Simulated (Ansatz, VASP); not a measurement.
## Two plane-wave programs on Cu

The input INCAR:

```
ALGO = Normal ; EDIFF = 1E-7
ENCUT = 520 ; GGA = PE
ISIF = 2 ; ISMEAR = 0
LASPH = T ; LCHARG = T
LELF = T ; LREAL = F
LVHAR = T ; LWAVE = F
NBANDS = 12 ; NELM = 60
PREC = Accurate ; SIGMA = 0.1
```

Contents of KPOINTS:

```
k-points
0
Gamma
  4 4 4
```

File POSCAR:

```
Cu
1.0
   -1.4471553690      1.4337440392      1.3601266570
    1.4472463215     -1.4399025159      1.3666790560
    1.4638359032      1.4565830501     -1.3665836942
Cu
1
Direct
   -0.0017728543     -0.0219278576      0.0249258529
```

Input for Ansatz:

```yaml
crystal:
  lattice:
    - [-1.447155369, 1.4337440392, 1.360126657]
    - [1.4472463215, -1.4399025159, 1.366679056]
    - [1.4638359032, 1.4565830501, -1.3665836942]
  atoms:
    - { symbol: Cu, position: [-0.0017728543, -0.0219278576, 0.0249258529] }
basis:
  ecutwfc: 420
kpoints:
  mp_grid: { grid: [4, 4, 4] }
hamiltonian:
  xc: pbe
scf:
  occupations: { method: gaussian, width: 0.1 }
output:
  forces: true
  stress: true
  eigenvalues: true
```

Change from the starting cell: kmesh displaced: [4, 4, 4] Gamma-centred.

Alike in both runs: task single point; functional PBE; k mesh 4 × 4 × 4; occupations gaussian, width 0.1 eV; no spin polarisation.

|  | VASP | Ansatz |
| --- | --- | --- |
| version | VASP 6.6.1 | Ansatz 0.2.0 |
| potentials or method | VASP PAW PBE potentials, release 64 (Cu), cutoff 520 eV | scalar-relativistic, plane waves, PAW |
| valence electrons in the cell | 11 | 19 |

```tsv
	VASP	Ansatz	Ansatz less VASP
gap on the k mesh at the Fermi level (eV)	none	none	-
pressure (GPa)	7.1	6.6	-0.50
traceless stress, the component that is largest in VASP (GPa)	1.88	1.80	-0.073
```

A gap of «none» marks a metal or a gap that the smearing closes. The functional is the same, so the differences come from potentials, cutoffs and numerics. VASP's potentials hold 11 valence electrons a cell and Ansatz's 19, so a difference there can come from the potentials and not from the codes.

The k mesh is coarse, so the values compare programs but aren't converged.
